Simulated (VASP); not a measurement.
**WS2: single point with PBE+D3(BJ)**

The system is WS2, a slab with vacuum.

```
CELL_PARAMETERS angstrom
3.15955 0.00000 0.00000
-1.57977 2.73625 0.00000
0.00000 0.00000 23.80426
ATOMIC_POSITIONS crystal
S 0.33333 0.66667 0.18904
S 0.33333 0.66667 0.32146
S 0.66667 0.66667 0.44497
S 0.66667 0.66667 0.57739
W 0.66667 0.33333 0.25525
W 0.00000 0.33333 0.51118
```

This cell differs from its parent crystal: layers slid over each other.

```
Program             : VASP 6.6.1
Task                : single point
Functional          : PBE
Dispersion          : D3(BJ)
Potentials or basis : VASP PAW PBE potentials, release 64 (S, W_sv)
Cutoff              : 520 eV
k mesh              : 9 × 9 × 1
Occupations         : gaussian, width 0.05 eV
Spin                : no spin polarisation
```

```yaml
Largest_force: 0.272 eV/Å
Band_gap_on_the_k_mesh: 1.40 eV (least direct gap 1.89 eV)
Dispersion_energy_per_atom: -0.369 eV
```

Forces on the atoms (eV/Å):
```
S    0.001 -0.005  0.003
S   -0.151  0.002 -0.226
S    0.151  0.002  0.226
S   -0.001 -0.005 -0.003
W   -0.027  0.003  0.027
W    0.027  0.003 -0.027
```

Levels at points of the mesh, in eV from the valence-band top:
| k point | band 22 | band 23 | band 24 | band 25 | band 26 | band 27 | band 28 | band 29 | band 30 | band 31 |
| --- | --- | --- | --- | --- | --- | --- | --- | --- | --- | --- |
| (0.00, 0.00, 0.00) | -2.05 | -2.03 | -2.02 | -0.83 | 0.00 | 2.40 | 2.40 | 2.48 | 2.48 | 2.56 |

Wall time 3.3 min on 1 thread of Intel(R) Xeon(R) Platinum 8259CL CPU @ 2.50GHz (Skylake/Cascade Lake), with other jobs on the host, peak memory 0.4 GiB.

Caveat: the cell differs from its parent crystal (layers slid over each other); spin-orbit coupling is left out, which moves the levels of the heavy elements.
